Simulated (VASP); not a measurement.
Rh:

```
Rh
1.0
     2.76692    0.00000    0.00000
    -1.38346    2.39622    0.00000
     0.00000    0.00000    4.48677
Rh
2
Direct
  0.33333 0.66667 0.25000
  0.66667 0.33333 0.75000
```

Base run:

- Program: VASP 6.6.1
- Functional: r2SCAN
- Potentials or basis: VASP PAW PBE potentials, release 64 (Rh_pv)
- Cutoff: 520 eV
- k mesh: 11 × 11 × 6
- Occupations: fermi-dirac, width 0.05 eV
- Spin: no spin polarisation

Its results: band gap on the k mesh zero (band 15 reaches 10.98 eV, above the bottom of band 16 at 8.84 eV); pressure -16.9 GPa.

Task: After a change of settings the same cell gave: band gap on the k mesh zero (band 15 reaches 11.13 eV, above the bottom of band 16 at 9.07 eV); pressure -11.8 GPa. Which change was it?
A. functional from r2SCAN to LDA; potentials or basis from VASP PAW PBE potentials, release 64 (Rh_pv) to VASP PAW LDA potentials, release 64 (Rh_pv)
B. functional from r2SCAN to PBEsol; further incar settings from ALGO = Normal; EDIFF = 1e-06; NBANDS = 22 to ALGO = Fast; EDIFF = 1e-06; NBANDS = 22
C. functional from r2SCAN to PBE

Result: C.

Caveats: the PAW data sets were made with another functional, which shifts forces and pressure a little (some runs).
